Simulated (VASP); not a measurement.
A run of VASP 6.6.1:

File INCAR:

```
SYSTEM = SiNi
ALGO = Normal
EDIFF = 1E-6
ENCUT = 690
GGA = PE
GGA_COMPAT = .False.
ISIF = 2
ISMEAR = -1
LASPH = .True.
LCHARG = .True.
LELF = .True.
LREAL = .False.
LVHAR = .True.
LWAVE = .False.
NBANDS = 30
NELM = 120
PREC = Accurate
SIGMA = 0.1
```

The input KPOINTS:

```
k-points
0
Gamma
  11 11 6
  0 0 0
```

POSCAR

```
SiNi
1.0
    3.5100687287      0.0000000000      0.0000000000
   -1.7550343643      3.0398086881      0.0000000000
    0.0000000000      0.0000000000      4.8221833284
Ni Si
2 2
Direct
    0.0000000000      0.0000000000      0.0000000000
    0.0000000000      0.0000000000      0.5000000000
    0.3333333333      0.6666666667      0.2500000000
    0.6666666667      0.3333333333      0.7500000000
```

Potentials or basis: VASP PAW PBE potentials, release 64 (Ni_sv_GW, Si).

Run with:

```console
$ cat potpaw_PBE.64/Ni_sv_GW/POTCAR potpaw_PBE.64/Si/POTCAR > POTCAR
$ mpirun -np 1 vasp_std > vasp.out
```

Hardware: 1 thread of AMD EPYC 7R13 Processor (Zen 3), on a shared host.

Question: Estimate the wall time of this run.

Answer: Wall time 2.8 min on 1 thread of AMD EPYC 7R13 Processor (Zen 3), on a shared host, peak memory 0.26 GiB. Counts: scf iterations 14, k points 64.
